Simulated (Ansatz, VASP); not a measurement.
# HfN: VASP beside Ansatz

INCAR

```
  PREC = Accurate
  ENCUT = 520
  EDIFF = 1E-6
  ISMEAR = 0
  SIGMA = 0.1
  LREAL = False
  LASPH = True
  NELM = 100
  ALGO = Normal
  ISIF = 2
  LWAVE = False
  LCHARG = True
  GGA = PE
  LELF = True
  LVHAR = True
  NBANDS = 14
```

Contents of KPOINTS:

```
Automatic mesh
0
Gamma
  18 18 18
```

The input POSCAR:

```
HfN
1.0
    0.0000000000      2.2420575000      2.2590000000
    2.2759425000      0.0000000000      2.2590000000
    2.2759425000      2.2420575000      0.0000000000
Hf N
1 1
Direct
    0.0000000000      0.0000000000      0.0000000000
    0.5000000000      0.5000000000      0.5000000000
```

Input for Ansatz:

```yaml
crystal:
  lattice:
    - [0.0, 2.2420575, 2.259]
    - [2.2759425, 0.0, 2.259]
    - [2.2759425, 2.2420575, 0.0]
  atoms:
    - { symbol: Hf, position: [0.0, 0.0, 0.0] }
    - { symbol: "N", position: [0.5, 0.5, 0.5] }
basis:
  ecutwfc: 420
kpoints:
  mp_grid: { grid: [18, 18, 18] }
hamiltonian:
  xc: pbe
scf:
  occupations: { method: gaussian, width: 0.1 }
output:
  forces: true
  stress: true
  eigenvalues: true
```

Change from the starting cell: strain +0.0075 x Voigt [1, -1, 0, 0, 0, 0], atoms carried along.

Alike in both runs: task single point; functional PBE; k mesh 18 × 18 × 18; occupations gaussian, width 0.1 eV; no spin polarisation.

|  | VASP | Ansatz |
| --- | --- | --- |
| version | VASP 6.6.1 | Ansatz 0.2.0 |
| potentials or method | VASP PAW PBE potentials, release 64 (Hf_pv, N), cutoff 520 eV | scalar-relativistic, plane waves, PAW |
| valence electrons in the cell | 15 | 31 |

VASP gave:

* gap on the k mesh at the Fermi level (eV): none
* pressure (GPa): 3.1
* traceless stress, the component that is largest in VASP (GPa): 3.65

What did Ansatz give for the same quantities?

gap on the k mesh at the Fermi level (eV): none; pressure (GPa): 5.5; traceless stress, the component that is largest in VASP (GPa): 3.69.

A gap of «none» marks a metal or a gap that the smearing closes. VASP's potentials hold 15 valence electrons a cell and Ansatz's 31, so a difference there can come from the potentials and not from the codes.

Spin-orbit coupling is off throughout.
